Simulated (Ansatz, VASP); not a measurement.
## PbS in VASP and in Ansatz

```xyz
2
Lattice="3.6346 0.0000 0.0000 0.0000 3.6346 0.0000 0.0000 0.0000 3.6346" Properties=species:S:1:pos:R:3 pbc="T T T"
Pb    0.0000    0.0000    0.0000
S     1.8173    1.8173    1.8173
```

Alike in both runs: task single point; functional PBE; dispersion D3(BJ); k mesh 6 × 6 × 6; occupations gaussian, width 0.05 eV; no spin polarisation.

```csv
,VASP,Ansatz
version,VASP 6.6.1,Ansatz 0.2.0
potentials or method,"VASP PAW PBE potentials, release 64 (Pb_d, S), cutoff 500 eV","scalar-relativistic, plane waves, PAW"
valence electrons in the cell,20,20
```

|  | VASP | Ansatz | Ansatz less VASP |
| --- | --- | --- | --- |
| gap on the k mesh at the Fermi level (eV) | none | none | - |
| pressure (GPa) | -1.6 | -1.5 | +0.08 |

A gap of «none» marks a metal or a gap that the smearing closes.

Neither program's run includes spin-orbit coupling.
